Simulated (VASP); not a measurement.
A run of VASP 6.6.1 is set up as follows.

File INCAR:

```
SYSTEM = Hf
  ALGO = Normal
  EDIFF = 1E-7
  ENCUT = 520
  GGA = CA
  ISIF = 2
  ISMEAR = 1
  LASPH = .TRUE.
  LCHARG = .FALSE.
  LREAL = .FALSE.
  LWAVE = .FALSE.
  NBANDS = 17
  NELM = 60
  PREC = Accurate
  SIGMA = 0.03
```

File KPOINTS:

```
k-points
0
G
  12 12 7
  0 0 0
```

The input POSCAR:

```
Hf
1.0
    3.1183974891      0.0000000000      0.0000000000
   -1.5591987445      2.7006114446      0.0000000000
    0.0000000000      0.0000000000      4.9475473504
Hf
2
Direct
    0.3333333333      0.6666666667      0.2500000000
    0.6666666667      0.3333333333      0.7500000000
```

Potentials or basis: VASP PAW LDA potentials, release 64 (Hf_pv).

Command:

```bash
$ cat potpaw_LDA.64/Hf_pv/POTCAR > POTCAR
$ mpirun -np 1 vasp_std > vasp.out
```

(1) What does it give for the pressure?

(2) Estimate the band gap on the k mesh.

Answers

(1) 0.2 GPa.

(2) zero (bands 10 and 11 overlap by 1.41 eV).

Caveat: spin-orbit coupling is left out, which moves the levels of the heavy elements.
